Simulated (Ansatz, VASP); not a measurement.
**Pt: VASP beside Ansatz**

INCAR

```
  PREC = Accurate
  ENCUT = 520
  EDIFF = 1E-6
  ISMEAR = 0
  SIGMA = 0.15
  LREAL = F
  LASPH = T
  NELM = 80
  ALGO = Normal
  ISIF = 2
  LWAVE = F
  LCHARG = F
  GGA = PS
  NBANDS = 11
```

KPOINTS

```
Automatic mesh
0
Gamma
  24 24 24
```

POSCAR

```
Pt
1.0
   -0.8382641648      1.6765283297      1.6765283297
    1.6765283297     -0.8382641648      1.6765283297
    1.6765283297      1.6765283297     -0.8382641648
Pt
1
Direct
    0.0000000000      0.0000000000      0.0000000000
```

Input for Ansatz:

```yaml
crystal:
  lattice:
    - [-0.8382641648, 1.6765283297, 1.6765283297]
    - [1.6765283297, -0.8382641648, 1.6765283297]
    - [1.6765283297, 1.6765283297, -0.8382641648]
  atoms:
    - { symbol: Pt, position: [0.0, 0.0, 0.0] }
basis:
  ecutwfc: 420
kpoints:
  mp_grid: { grid: [24, 24, 24] }
hamiltonian:
  xc: pbesol
scf:
  occupations: { method: gaussian, width: 0.15 }
output:
  forces: true
  stress: true
  eigenvalues: true
```

Alike in both runs: task single point; functional PBEsol; k mesh 24 × 24 × 24; occupations gaussian, width 0.15 eV; no spin polarisation.

|  | VASP | Ansatz |
| --- | --- | --- |
| version | VASP 6.6.1 | Ansatz 0.2.0 |
| potentials or method | VASP PAW PBE potentials, release 64 (Pt), cutoff 520 eV | scalar-relativistic, plane waves, PAW |
| valence electrons in the cell | 10 | 18 |

|  | VASP | Ansatz | Ansatz less VASP |
| --- | --- | --- | --- |
| gap on the k mesh at the Fermi level (eV) | none | none | - |
| pressure (GPa) | 22.7 | 23.2 | +0.50 |

VASP's potentials were made for PBE, not for PBEsol. A gap of «none» marks a metal or a gap that the smearing closes. VASP's potentials hold 10 valence electrons a cell and Ansatz's 18, so a difference there can come from the potentials and not from the codes.

Spin-orbit coupling is off throughout.
